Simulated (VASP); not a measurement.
# SiNi (P2_13) in VASP: a series of runs, part 2 of 2

VASP 6.6.1.

### 3 Relaxation of cell and atoms, PBEsol

This run uses another cell than the first one, of 11.16 Å³/atom, 0.910 times its volume.

INCAR

```
PREC     = Accurate       # precision mode
ENCUT    = 600            # plane-wave cutoff, eV
EDIFF    = 1E-6           # SCF threshold, eV
ISMEAR   = 0              # smearing method
SIGMA    = 0.1            # smearing width, eV
LREAL    = F              # projectors in reciprocal space
LASPH    = T              # aspherical terms in the spheres
NELM     = 60             # most SCF steps
ALGO     = Normal         # electronic algorithm
ISIF     = 3              # what is computed and relaxed
LWAVE    = F              # write WAVECAR
LCHARG   = F              # write CHGCAR
GGA      = PS             # functional
IBRION   = 2              # ionic algorithm
NSW      = 100            # ionic steps
EDIFFG   = -0.005         # ionic threshold
```

KPOINTS

```
Automatic mesh
0
Gamma
  8 8 8
```

POSCAR

```
SiNi
1.0
    4.4689356612      0.0000000000      0.0000000000
    0.0000000000      4.4689356612      0.0000000000
    0.0000000000      0.0000000000      4.4689356612
Si Ni
4 4
Direct
    0.8462669013      0.8462669013      0.8462669013
    0.6537330987      0.1537330987      0.3462669013
    0.3462669013      0.6537330987      0.1537330987
    0.1537330987      0.3462669013      0.6537330987
    0.1488310134      0.1488310134      0.1488310134
    0.3511689866      0.8511689866      0.6488310134
    0.6488310134      0.3511689866      0.8511689866
    0.8511689866      0.6488310134      0.3511689866
```

Potentials or basis: VASP PAW PBE potentials, release 64 (Si, Ni).

On the command line:

```sh
$ cat potpaw_PBE.64/Si/POTCAR potpaw_PBE.64/Ni/POTCAR > POTCAR
$ mpirun -np 1 vasp_std > vasp.out
```

OUTCAR:

```text
PREC = Accurate
   ENCUT = 600
   EDIFF = 1E-6
   ISMEAR = 0
   LREAL = F
   LASPH = T
   NELM = 60
   ISIF = 3
   GGA = PS
   IBRION = 2
   NSW = 100
   EDIFFG = -0.005

 ion  position               nearest neighbor table
   1  0.846  0.846  0.846-   5 2.34   6 2.38   7 2.38   8 2.38   7 2.42   8 2.42   6 2.42   3 2.76
                             4 2.76   2 2.76   2 2.76   4 2.76   3 2.76
   2  0.654  0.154  0.346-   6 2.34   5 2.38   7 2.38   8 2.38   7 2.42   8 2.42   5 2.42   1 2.76
                             1 2.76   3 2.76   3 2.76   4 2.76   4 2.76
   3  0.346  0.654  0.154-   7 2.34   6 2.38   5 2.38   8 2.38   8 2.42   6 2.42   5 2.42   1 2.76
                             4 2.76   2 2.76   2 2.76   4 2.76   1 2.76
   4  0.154  0.346  0.654-   8 2.34   6 2.38   7 2.38   5 2.38   6 2.42   5 2.42   7 2.42   1 2.76
                             3 2.76   2 2.76   1 2.76   2 2.76   3 2.76
   5  0.149  0.149  0.149-   1 2.34   2 2.38   3 2.38   4 2.38   3 2.42   4 2.42   2 2.42   6 2.75
                             7 2.75   8 2.75   6 2.75   8 2.75   7 2.75
[... 337 lines left out ...]
  free energy    TOTEN  =       -51.58894120 eV

  energy without entropy =      -51.57859445  energy(sigma->0) =      -51.58376782

 E-fermi :  12.1816     XC(G=0): -12.7867

 val. band max:       12.1420404645   @ k =   0.2500   0.2500   0.2500
 cond. band min:      12.2412054688   @ k =   0.2500   0.2500   0.0000
 fundamental gap:      0.0991650043
 Fermi energy:        12.1816363601

 k-point     1 :       0.0000    0.0000    0.0000
  band No.  band energies     occupation
      1      -2.2324      2.00000
      2       3.2630      2.00000
      3       3.2630      2.00000
      4       3.2630      2.00000
      5       5.7559      2.00000
      6       5.7559      2.00000
[... 853 lines left out ...]
     32      13.9131      0.00000
     33      14.3536      0.00000

 [... further k-points ...]
[... 5 lines left out ...]
  --------------------------------------------------------------------------------------
  -------------------------------------------------------------------------------------
  Total        0.0091747      0.0091747      0.0091747      0.0000000      0.0000000      0.0000000
  in kB        0.1646058      0.1646058      0.1646058      0.0000000      0.0000000      0.0000000
  external PRESSURE =       0.1646058 kB  Pullay stress =       0.0000000 kB
[... 23 lines left out ...]
  FREE ENERGIE OF THE ION-ELECTRON SYSTEM (eV)
  ---------------------------------------------------
  free  energy   TOTEN  =       -51.5889411962 eV

  energy  without entropy=      -51.5785944479  energy(sigma->0) =      -51.58376782

 reached required accuracy - stopping structural energy minimisation
```

OSZICAR:

```text
N       E                     dE             d eps       ncg     rms          rms(c)
DAV:   1     0.386309759405E+03    0.38631E+03   -0.27305E+04  2970   0.227E+03
DAV:   2    -0.240055463511E+02   -0.41032E+03   -0.40244E+03  2970   0.434E+02
[... 29 lines left out ...]
       N       E                     dE             d eps       ncg     rms          rms(c)
DAV:   1    -0.515890940790E+02   -0.18617E-03   -0.60157E-03  3424   0.698E-01    0.113E-01
DAV:   2    -0.515891807146E+02   -0.86636E-04   -0.33459E-03  3706   0.824E-01    0.118E-01
DAV:   3    -0.515889437915E+02    0.23692E-03   -0.12450E-03  3632   0.515E-01    0.192E-02
DAV:   4    -0.515889422543E+02    0.15372E-05   -0.46691E-05  3024   0.411E-02    0.784E-03
DAV:   5    -0.515889411354E+02    0.11189E-05   -0.23240E-06  2289   0.194E-02    0.392E-03
DAV:   6    -0.515889411962E+02   -0.60789E-07   -0.30821E-06  2037   0.111E-02
   4 F= -.51588941E+02 E0= -.51583768E+02  d E =-.339353E-04
```

Run time: 7 min. Hardware: 1 thread of Intel Xeon 8259CL, shared host; peak memory 0.29 GiB.

What came out:

| Item | Value |
| --- | --- |
| Free energy | -51.5889 eV |
| Relaxed volume | 11.16 Å³/atom |
| Relaxed cell | a = 4.470 Å, b = 4.470 Å, c = 4.470 Å, α = 90.00°, β = 90.00°, γ = 90.00° |
| Space group after relaxing (to 0.05 Å) | P2_13 (No. 198) |
| Energy gained by relaxing | 0.0 meV/atom |
| Ionic steps | 4 |
| Pressure after relaxing | 0.0 GPa |
| Largest force after relaxing | 0.004 eV/Å |
| Band gap on the k mesh | zero (band 28 reaches 13.23 eV, above the bottom of band 29 at 12.00 eV) |

Forces in eV/Å, atoms in the order of the input:
```
Si  -0.001 -0.001 -0.001
Si   0.001  0.001 -0.001
Si  -0.001  0.001  0.001
Si   0.001 -0.001  0.001
Ni   0.002  0.002  0.002
Ni  -0.002 -0.002  0.002
Ni   0.002 -0.002 -0.002
Ni  -0.002  0.002 -0.002
```

Final structure:
```
CELL_PARAMETERS angstrom
4.46978 0.00000 0.00000
0.00000 4.46978 0.00000
0.00000 0.00000 4.46978
ATOMIC_POSITIONS crystal
Si 0.84648 0.84648 0.84648
Si 0.65352 0.15352 0.34648
Si 0.34648 0.65352 0.15352
Si 0.15352 0.34648 0.65352
Ni 0.14896 0.14896 0.14896
Ni 0.35104 0.85104 0.64896
Ni 0.64896 0.35104 0.85104
Ni 0.85104 0.64896 0.35104
```

Levels at points of the mesh, in eV from the Fermi level:
| k point | band 24 | band 25 | band 26 | band 27 | band 28 | band 29 | band 30 | band 31 | band 32 | band 33 |
| --- | --- | --- | --- | --- | --- | --- | --- | --- | --- | --- |
| (0.00, 0.00, 0.00) | -2.32 | -1.65 | -1.65 | -1.65 | 1.04 | 1.04 | 1.04 | 1.41 | 1.41 | 2.04 |
| (0.50, 0.00, 0.00) | -2.18 | -2.04 | -2.04 | -0.63 | -0.63 | -0.18 | -0.18 | 2.82 | 2.82 | 2.94 |
| (0.50, 0.50, 0.00) | -2.48 | -1.57 | -1.57 | -0.99 | -0.99 | 0.37 | 0.37 | 0.89 | 0.89 | 3.94 |
| (0.50, 0.50, 0.50) | -2.72 | -1.82 | -1.82 | -1.82 | -1.82 | 4.30 | 4.30 | 4.30 | 4.30 | 4.59 |

Caveat: the PAW data sets were made with another functional, which shifts forces and pressure a little. Spin polarisation is off, so any magnetic state and its effect on volume and gap are missing.

### 4 Single point, PBEsol

This run uses another cell than the first one, of 11.37 Å³/atom, 0.927 times its volume.

INCAR

```
SYSTEM = SiNi
  PREC = Accurate
  ENCUT = 600
  EDIFF = 1E-6
  ISMEAR = 0
  SIGMA = 0.1
  LREAL = .FALSE.
  LASPH = .TRUE.
  NELM = 120
  ALGO = Normal
  ISIF = 2
  LWAVE = .FALSE.
  LCHARG = .TRUE.
  GGA = PS
  LELF = .TRUE.
  LVHAR = .TRUE.
  NBANDS = 38
  GGA_COMPAT = .FALSE.
```

KPOINTS

```
Automatic mesh
0
G
  8 8 8
  0 0 0
```

POSCAR

```
SiNi
1.0
    4.4967800000      0.0000000000      0.0000000000
    0.0000000000      4.4967800000      0.0000000000
    0.0000000000      0.0000000000      4.4967800000
Si Ni
4 4
Direct
    0.8601000000      0.8601000000      0.8601000000
    0.6399000000      0.1399000000      0.3601000000
    0.3601000000      0.6399000000      0.1399000000
    0.1399000000      0.3601000000      0.6399000000
    0.1470000000      0.1470000000      0.1470000000
    0.3530000000      0.8530000000      0.6470000000
    0.6470000000      0.3530000000      0.8530000000
    0.8530000000      0.6470000000      0.3530000000
```

Potentials or basis: VASP PAW PBE potentials, release 64 (Si, Ni).

On the command line:

```sh
$ cat potpaw_PBE.64/Si/POTCAR potpaw_PBE.64/Ni/POTCAR > POTCAR
$ mpirun -np 1 vasp_std > vasp.out
```

OUTCAR:

```text
SYSTEM = SiNi
   PREC = Accurate
   ENCUT = 600
   EDIFF = 1E-6
   ISMEAR = 0
   LREAL = .FALSE.
   LASPH = .TRUE.
   NELM = 120
   ISIF = 2
   GGA = PS

 ion  position               nearest neighbor table
   1  0.860  0.860  0.860-   5 2.23   6 2.41   7 2.41   8 2.41   8 2.47   7 2.47   6 2.47   2 2.76
                             3 2.76   4 2.76   4 2.76   3 2.76   2 2.76
   2  0.640  0.140  0.360-   6 2.23   5 2.41   7 2.41   8 2.41   5 2.47   8 2.47   7 2.47   4 2.76
                             1 2.76   1 2.76   3 2.76   3 2.76   4 2.76
   3  0.360  0.640  0.140-   7 2.23   6 2.41   5 2.41   8 2.41   5 2.47   6 2.47   8 2.47   4 2.76
                             1 2.76   4 2.76   2 2.76   1 2.76   2 2.76
   4  0.140  0.360  0.640-   8 2.23   6 2.41   7 2.41   5 2.41   7 2.47   5 2.47   6 2.47   3 2.76
[... 1208 lines left out ...]
  external PRESSURE =     -24.4574477 kB  Pullay stress =       0.0000000 kB

 VOLUME and BASIS-vectors are now :
 -----------------------------------------------------------------------------
  energy-cutoff  :      600.00
  volume of cell :       90.93
      direct lattice vectors                 reciprocal lattice vectors
     4.496780000  0.000000000  0.000000000     0.222381348  0.000000000  0.000000000
     0.000000000  4.496780000  0.000000000     0.000000000  0.222381348  0.000000000
     0.000000000  0.000000000  4.496780000     0.000000000  0.000000000  0.222381348

 POSITION                                       TOTAL-FORCE (eV/Angst)
 -----------------------------------------------------------------------------------
      3.86768      3.86768      3.86768        -0.673025     -0.673025     -0.673025
      2.87749      0.62910      1.61929         0.673025      0.673025     -0.673025
      1.61929      2.87749      0.62910        -0.673025      0.673025      0.673025
      0.62910      1.61929      2.87749         0.673025     -0.673025      0.673025
      0.66103      0.66103      0.66103         0.195967      0.195967      0.195967
      1.58736      3.83575      2.90942        -0.195967     -0.195967      0.195967
      2.90942      1.58736      3.83575         0.195967     -0.195967     -0.195967
      3.83575      2.90942      1.58736        -0.195967      0.195967     -0.195967
 -----------------------------------------------------------------------------------
    total drift:                                0.000000      0.000000      0.000000

  FREE ENERGIE OF THE ION-ELECTRON SYSTEM (eV)
  ---------------------------------------------------
  free  energy   TOTEN  =       -51.3196448815 eV

  energy  without entropy=      -51.3092200114  energy(sigma->0) =      -51.31443245
```

OSZICAR:

```text
N       E                     dE             d eps       ncg     rms          rms(c)
DAV:   1     0.389005863699E+03    0.38901E+03   -0.26607E+04  3420   0.196E+03
DAV:   2    -0.233217018011E+02   -0.41233E+03   -0.39592E+03  3420   0.394E+02
DAV:   3    -0.565495324167E+02   -0.33228E+02   -0.31878E+02  3802   0.131E+02
DAV:   4    -0.577207287419E+02   -0.11712E+01   -0.11604E+01  4216   0.224E+01
DAV:   5    -0.577572941653E+02   -0.36565E-01   -0.36543E-01  4194   0.377E+00    0.279E+01
DAV:   6    -0.640169785967E+02   -0.62597E+01   -0.11465E+02  4072   0.153E+02    0.324E+01
DAV:   7    -0.512421705930E+02    0.12775E+02   -0.39196E+01  4016   0.102E+02    0.598E+00
DAV:   8    -0.514377420766E+02   -0.19557E+00   -0.48847E+00  5196   0.144E+01    0.364E+00
DAV:   9    -0.513212816617E+02    0.11646E+00   -0.40447E-01  4172   0.867E+00    0.647E-01
DAV:  10    -0.513206286810E+02    0.65298E-03   -0.21269E-02  3934   0.123E+00    0.339E-01
DAV:  11    -0.513197042803E+02    0.92440E-03   -0.25305E-03  5492   0.658E-01    0.830E-02
DAV:  12    -0.513196728120E+02    0.31468E-04   -0.31773E-04  4912   0.133E-01    0.474E-02
DAV:  13    -0.513196459585E+02    0.26854E-04   -0.94008E-05  5272   0.129E-01    0.200E-02
DAV:  14    -0.513196454729E+02    0.48564E-06   -0.17769E-05  4830   0.405E-02    0.104E-02
DAV:  15    -0.513196448815E+02    0.59136E-06   -0.10459E-06  2250   0.122E-02
   1 F= -.51319645E+02 E0= -.51314432E+02  d E =-.104249E-01
```

Run time: 3.5 min. Hardware: 1 thread of Intel Xeon 8259CL, shared host; peak memory 0.29 GiB.

What came out:

```
Free energy            : -51.3196 eV
Pressure               : -2.4 GPa
Largest force          : 1.166 eV/Å
Band gap on the k mesh : zero (band 28 reaches 12.81 eV, above the bottom of band 29 at 11.70 eV)
```

Forces in eV/Å, atoms in the order of the input:
```
Si  -0.673 -0.673 -0.673
Si   0.673  0.673 -0.673
Si  -0.673  0.673  0.673
Si   0.673 -0.673  0.673
Ni   0.196  0.196  0.196
Ni  -0.196 -0.196  0.196
Ni   0.196 -0.196 -0.196
Ni  -0.196  0.196 -0.196
```

Levels at points of the mesh, in eV from the Fermi level:
```csv
k point,band 25,band 26,band 27,band 28,band 29,band 30,band 31,band 32
"(0.00, 0.00, 0.00)",-1.65,-1.65,-1.65,0.94,0.94,0.94,1.43,1.43
"(0.50, 0.00, 0.00)",-1.97,-1.97,-0.62,-0.62,-0.17,-0.17,2.94,2.94
"(0.50, 0.50, 0.00)",-1.49,-1.49,-0.98,-0.98,0.37,0.37,0.90,0.90
"(0.50, 0.50, 0.50)",-1.75,-1.75,-1.75,-1.75,4.15,4.15,4.15,4.15
```

Caveat: the PAW data sets were made with another functional, which shifts forces and pressure a little.

### 5 Overview

| task | cell | cutoff (eV) | gap on the mesh (eV) | pressure (GPa) |
| --- | --- | --- | --- | --- |
| single point | a = 4.612 Å, 8 atoms | 520 | none | -14.9 |
| relaxation of cell and atoms | relaxed from a = 4.469 Å, 8 atoms | 600 | none | 0.0 |
| single point | a = 4.497 Å, 8 atoms | 600 | none | -2.4 |

Alike in all rows: level PBEsol; potentials or basis VASP PAW PBE potentials, release 64 (Si, Ni); no spin polarisation; k mesh 8 × 8 × 8; smearing gaussian 0.1 eV.

Caveats: the PAW data sets were made with another functional, which shifts forces and pressure a little.

Total energies depend on the potentials used, so only differences within one code and one set of settings carry meaning.
